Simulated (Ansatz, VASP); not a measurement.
ZnS in VASP and in Ansatz

INCAR

```
SYSTEM = ZnS
  PREC = Accurate
  ENCUT = 520
  EDIFF = 1E-6
  ISMEAR = 0
  SIGMA = 0.01
  LREAL = .FALSE.
  LASPH = .TRUE.
  NELM = 60
  ALGO = Normal
  ISIF = 2
  LWAVE = .FALSE.
  LCHARG = .TRUE.
  GGA = RP
  LELF = .TRUE.
  LVHAR = .TRUE.
  NBANDS = 26
```

The input KPOINTS:

```
Automatic mesh
0
G
  6 6 3
  0 0 0
```

Contents of POSCAR:

```
ZnS
1.0
    3.8362391461      0.0000000000      0.0000000000
   -1.9181195731      3.3222807430      0.0000000000
    0.0000000000      0.0000000000      6.2752859714
Zn S
2 2
Direct
    0.3333333333      0.6666666667      0.0000000000
    0.6666666667      0.3333333333      0.5000000000
    0.3333333333      0.6666666667      0.3850000000
    0.6666666667      0.3333333333      0.8850000000
```

Input for Ansatz:

```yaml
crystal:
  lattice:
    - [3.8362391461335905, 0.0, 0.0]
    - [-1.9181195730667953, 3.3222807429545167, 0.0]
    - [0.0, 0.0, 6.275285971397745]
  atoms:
    - { symbol: Zn, position: [0.3333333333333333, 0.6666666666666666, 0.0] }
    - { symbol: Zn, position: [0.6666666666666666, 0.3333333333333333, 0.5] }
    - { symbol: S, position: [0.3333333333333333, 0.6666666666666666, 0.385] }
    - { symbol: S, position: [0.6666666666666666, 0.3333333333333333, 0.885] }
kpoints:
  mp_grid:
    grid: [6, 6, 3]
hamiltonian:
  xc: rpbe
  pseudopotentials:
    kind: nc
scf:
  n_extra_bands: 8
  occupations:
    method: fixed
output:
  stress: true
```

Alike in both runs: task single point; functional RPBE; k mesh 6 × 6 × 3; no spin polarisation.

|  | VASP | Ansatz |
| --- | --- | --- |
| version | VASP 6.6.1 | Ansatz 0.2.0 |
| potentials or method | VASP PAW PBE potentials, release 64 (Zn, S) | plane waves, norm-conserving potentials |
| plane-wave cutoff (eV) | 520 | 1143 |
| occupations | gaussian, width 0.01 eV | fixed |
| valence electrons in the cell | 36 | 52 |

|  | VASP | Ansatz | Ansatz less VASP |
| --- | --- | --- | --- |
| pressure (GPa) | 3.5 | 3.6 | +0.12 |
| traceless stress, the component that is largest in VASP (GPa) | -1.30 | -1.35 | -0.050 |

VASP's potentials were made for PBE, not for RPBE. VASP's potentials hold 36 valence electrons a cell and Ansatz's 52, so a difference there can come from the potentials and not from the codes.
